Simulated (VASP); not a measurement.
# BeS (Pnma) in VASP: notebook, part 2 of 2

VASP 6.6.1. The steps go on from the part before.

### 3 Single point, PBE

This run uses another cell than the first one, of 16.09 Å³/atom.

Contents of INCAR:

```
PREC = Accurate ; ENCUT = 520
EDIFF = 1E-7 ; ISMEAR = 0
SIGMA = 0.1 ; LREAL = F
LASPH = T ; NELM = 60
ALGO = Normal ; ISIF = 2
LWAVE = F ; LCHARG = F
GGA = PE ; NBANDS = 26
```

Contents of KPOINTS:

```
regular mesh
0
Gamma
  4 6 4
```

Contents of POSCAR:

```
BeS
1.0
    6.1752681565      0.0000000000      0.0000000000
    0.0000000000      3.4967724483      0.0000000000
    0.0000000000      0.0000000000      5.9595896485
Be S
4 4
Direct
    0.8531655922      0.7500000000      0.4096195211
    0.6468344078      0.2500000000      0.9096195211
    0.3531655922      0.7500000000      0.0903804789
    0.1468344078      0.2500000000      0.5903804789
    0.7981672127      0.2500000000      0.5966853342
    0.7018327873      0.7500000000      0.0966853342
    0.2981672127      0.2500000000      0.9033146658
    0.2018327873      0.7500000000      0.4033146658
```

Potentials or basis: VASP PAW PBE potentials, release 64 (Be, S).

On the command line:

```bash
cat potpaw_PBE.64/Be/POTCAR potpaw_PBE.64/S/POTCAR > POTCAR
mpirun -np 1 vasp_std > vasp.out
```

OUTCAR:

```text
PREC = Accurate
   ENCUT = 520
   EDIFF = 1E-7
   ISMEAR = 0
   LREAL = F
   LASPH = T
   NELM = 60
   ISIF = 2
   GGA = PE

 ion  position               nearest neighbor table
   1  0.853  0.750  0.410-   6 2.09   5 2.10   5 2.10   8 2.15
   2  0.647  0.250  0.910-   5 2.09   6 2.10   6 2.10   7 2.15
   3  0.353  0.750  0.090-   8 2.09   7 2.10   7 2.10   6 2.15
   4  0.147  0.250  0.590-   7 2.09   8 2.10   8 2.10   5 2.15
   5  0.798  0.250  0.597-   2 2.09   1 2.10   1 2.10   4 2.15
   6  0.702  0.750  0.097-   1 2.09   2 2.10   2 2.10   3 2.15
   7  0.298  0.250  0.903-   4 2.09   3 2.10   3 2.10   2 2.15
[... 913 lines left out ...]
  Total        0.1038590      0.0186264      0.1142387      0.0000000     -0.0000000      0.0000000
  in kB        1.2930491      0.2318992      1.4222774      0.0000000     -0.0000000      0.0000000
  external PRESSURE =       0.9824086 kB  Pullay stress =       0.0000000 kB

 VOLUME and BASIS-vectors are now :
 -----------------------------------------------------------------------------
  energy-cutoff  :      520.00
  volume of cell :      128.69
      direct lattice vectors                 reciprocal lattice vectors
     6.175268156  0.000000000  0.000000000     0.161936288  0.000000000  0.000000000
     0.000000000  3.496772448  0.000000000     0.000000000  0.285978003  0.000000000
     0.000000000  0.000000000  5.959589648     0.000000000  0.000000000  0.167796788

 POSITION                                       TOTAL-FORCE (eV/Angst)
 -----------------------------------------------------------------------------------
      5.26853      2.62258      2.44116         0.005893      0.000000      0.002297
      3.99438      0.87419      5.42096        -0.005893      0.000000      0.002297
      2.18089      2.62258      0.53863         0.005893      0.000000     -0.002297
      0.90674      0.87419      3.51843        -0.005893      0.000000     -0.002297
      4.92890      0.87419      3.55600        -0.000485      0.000000     -0.003222
      4.33401      2.62258      0.57620         0.000485      0.000000     -0.003222
      1.84126      0.87419      5.38338        -0.000485     -0.000000      0.003222
      1.24637      2.62258      2.40359         0.000485     -0.000000      0.003222
 -----------------------------------------------------------------------------------
    total drift:                               -0.000000     -0.000000      0.000000

  FREE ENERGIE OF THE ION-ELECTRON SYSTEM (eV)
  ---------------------------------------------------
  free  energy   TOTEN  =       -39.2723466995 eV

  energy  without entropy=      -39.2723466995  energy(sigma->0) =      -39.27234670
```

OSZICAR:

```text
N       E                     dE             d eps       ncg     rms          rms(c)
DAV:   1     0.136919683771E+03    0.13692E+03   -0.13272E+04  1872   0.105E+03
DAV:   2    -0.279166134332E+02   -0.16484E+03   -0.15284E+03  2506   0.193E+02
DAV:   3    -0.398475894373E+02   -0.11931E+02   -0.11833E+02  2560   0.551E+01
DAV:   4    -0.400763235431E+02   -0.22873E+00   -0.22822E+00  2452   0.906E+00
DAV:   5    -0.400825849453E+02   -0.62614E-02   -0.62513E-02  2534   0.145E+00    0.118E+01
DAV:   6    -0.394188113846E+02    0.66377E+00   -0.73261E-01  2246   0.354E+00    0.770E+00
DAV:   7    -0.392706755804E+02    0.14814E+00   -0.75954E-01  2200   0.374E+00    0.220E+00
DAV:   8    -0.392719538264E+02   -0.12782E-02   -0.64296E-02  2314   0.129E+00    0.716E-01
DAV:   9    -0.392714576947E+02    0.49613E-03   -0.52241E-03  2376   0.356E-01    0.269E-01
DAV:  10    -0.392722271282E+02   -0.76943E-03   -0.12842E-03  2106   0.179E-01    0.713E-02
DAV:  11    -0.392722838868E+02   -0.56759E-04   -0.88836E-05  2518   0.505E-02    0.583E-02
DAV:  12    -0.392723266046E+02   -0.42718E-04   -0.33286E-05  2074   0.286E-02    0.235E-02
DAV:  13    -0.392723461825E+02   -0.19578E-04   -0.28521E-05  2122   0.278E-02    0.290E-03
DAV:  14    -0.392723464644E+02   -0.28187E-06   -0.99649E-07  2438   0.509E-03    0.395E-03
DAV:  15    -0.392723466993E+02   -0.23493E-06   -0.32246E-07  2168   0.284E-03    0.116E-03
DAV:  16    -0.392723466995E+02   -0.17621E-09   -0.21439E-08  1438   0.831E-04
   1 F= -.39272347E+02 E0= -.39272347E+02  d E =-.706633E-12
```

It took 52 s on 1 thread of AMD EPYC 9R45 (Zen 5), shared host; peak memory 0.24 GiB.

What came out:

* Free energy: -39.2723 eV
* Pressure: 0.1 GPa
* Largest force: 0.006 eV/Å
* Band gap on the k mesh: 4.09 eV (least direct gap 4.21 eV)

Forces in eV/Å, atoms in the order of the input:
```
Be   0.006  0.000  0.002
Be  -0.006  0.000  0.002
Be   0.006  0.000 -0.002
Be  -0.006  0.000 -0.002
S    0.000  0.000 -0.003
S    0.000  0.000 -0.003
S    0.000  0.000  0.003
S    0.000  0.000  0.003
```

Levels at points of the mesh, in eV from the valence-band top:
| k point | band 14 | band 15 | band 16 | band 17 | band 18 | band 19 |
| --- | --- | --- | --- | --- | --- | --- |
| (0.00, 0.00, 0.00) | -0.27 | -0.03 | 0.00 | 4.21 | 4.56 | 5.56 |
| (0.50, 0.00, 0.00) | -0.38 | -0.38 | -0.38 | 4.09 | 4.09 | 5.50 |
| (0.00, 0.50, 0.00) | -2.10 | -1.15 | -1.15 | 4.15 | 4.15 | 6.43 |
| (0.50, 0.50, 0.00) | -1.37 | -1.37 | -1.37 | 5.30 | 5.30 | 5.30 |
| (0.00, 0.00, 0.50) | -0.75 | -0.60 | -0.60 | 4.27 | 4.27 | 5.95 |
| (0.50, 0.00, 0.50) | -0.76 | -0.72 | -0.72 | 4.27 | 4.27 | 5.65 |
| (0.00, 0.50, 0.50) | -1.14 | -0.58 | -0.58 | 4.46 | 4.46 | 5.59 |
| (0.50, 0.50, 0.50) | -1.41 | -1.41 | -1.41 | 4.84 | 4.84 | 4.84 |

### 4 Single point, PBE

This run uses another cell than the first one, of 16.16 Å³/atom.

Contents of INCAR:

```
ALGO = Normal
EDIFF = 1E-7
ENCUT = 520
GGA = PE
ISIF = 2
ISMEAR = 0
LASPH = True
LCHARG = False
LREAL = False
LWAVE = False
NBANDS = 26
NELM = 80
PREC = Accurate
SIGMA = 0.02
```

Contents of KPOINTS:

```
k-points
0
Gamma
  4 6 4
```

Contents of POSCAR:

```
BeS
1.0
    6.2094191658      0.0000000000      0.0000000000
    0.0000000000      3.4952936425      0.0000000000
    0.0000000000      0.0000000000      5.9567076928
Be S
4 4
Direct
    0.8529453759      0.7500000000      0.4098079008
    0.6470546241      0.2500000000      0.9098079008
    0.3529453759      0.7500000000      0.0901920992
    0.1470546241      0.2500000000      0.5901920992
    0.8001920210      0.2500000000      0.5979687868
    0.6998079790      0.7500000000      0.0979687868
    0.3001920210      0.2500000000      0.9020312132
    0.1998079790      0.7500000000      0.4020312132
```

On the command line:

```bash
cat potpaw_PBE.64/Be/POTCAR potpaw_PBE.64/S/POTCAR > POTCAR
mpirun -np 1 vasp_std > vasp.out
```

It took 54 s on 1 thread of AMD EPYC 9R45 (Zen 5), shared host; peak memory 0.25 GiB.

It converged, with:

```yaml
Free_energy: -39.2725 eV
Pressure: 0.0 GPa
Largest_force: 0.008 eV/Å
Band_gap_on_the_k_mesh: 4.09 eV (least direct gap 4.22 eV)
```

Forces in eV/Å, atoms in the order of the input:
```
Be   0.006  0.000  0.005
Be  -0.006  0.000  0.005
Be   0.006  0.000 -0.005
Be  -0.006  0.000 -0.005
S   -0.007  0.000  0.001
S    0.007  0.000  0.001
S   -0.007  0.000 -0.001
S    0.007  0.000 -0.001
```

Levels at points of the mesh, in eV from the valence-band top:
```tsv
k point	band 12	band 13	band 14	band 15	band 16	band 17	band 18	band 19	band 20	band 21
(0.00, 0.00, 0.00)	-1.11	-0.34	-0.29	-0.06	0.00	4.22	4.56	5.52	5.67	5.88
(0.50, 0.00, 0.00)	-1.66	-0.41	-0.41	-0.38	-0.38	4.09	4.09	5.49	5.49	5.81
(0.00, 0.50, 0.00)	-2.63	-2.11	-2.11	-1.16	-1.16	4.13	4.13	6.37	6.37	7.40
(0.50, 0.50, 0.00)	-2.95	-1.39	-1.39	-1.39	-1.39	5.28	5.28	5.28	5.28	6.74
(0.00, 0.00, 0.50)	-2.17	-0.79	-0.79	-0.60	-0.60	4.27	4.27	5.91	5.91	6.36
(0.50, 0.00, 0.50)	-1.96	-0.75	-0.75	-0.71	-0.71	4.25	4.25	5.65	5.65	5.74
(0.00, 0.50, 0.50)	-2.90	-1.15	-1.15	-0.57	-0.57	4.48	4.48	5.58	5.58	6.17
(0.50, 0.50, 0.50)	-2.22	-1.43	-1.43	-1.43	-1.43	4.85	4.85	4.85	4.85	5.95
```

### 5 The runs side by side

| cell | smearing | gap on the mesh (eV) | pressure (GPa) | largest force (eV/Å) |
| --- | --- | --- | --- | --- |
| a = 5.425, b = 3.314, c = 5.570 Å, 8 atoms, atomic positions A | gaussian 0.1 eV | 3.08 | 35.7 | 3.44 |
| a = 6.175, b = 3.497, c = 5.960 Å, 8 atoms, atomic positions B | gaussian 0.1 eV | 4.09 | 0.1 | 0.01 |
| a = 6.209, b = 3.495, c = 5.957 Å, 8 atoms, atomic positions C | gaussian 0.02 eV | 4.09 | 0.0 | 0.01 |

Alike in all rows: task single point; level PBE; potentials or basis VASP PAW PBE potentials, release 64 (Be, S); no spin polarisation; k mesh 4 × 6 × 4; cutoff (eV) 520.

Caveats: the stress differs along the axes, from 30 to 41 GPa (at least some runs); forces of over 1 eV/Å act on the atoms, so gaps and moduli don't describe the material at rest (at least some runs).

Total energies depend on the potentials used, so only differences within one code and one set of settings carry meaning.
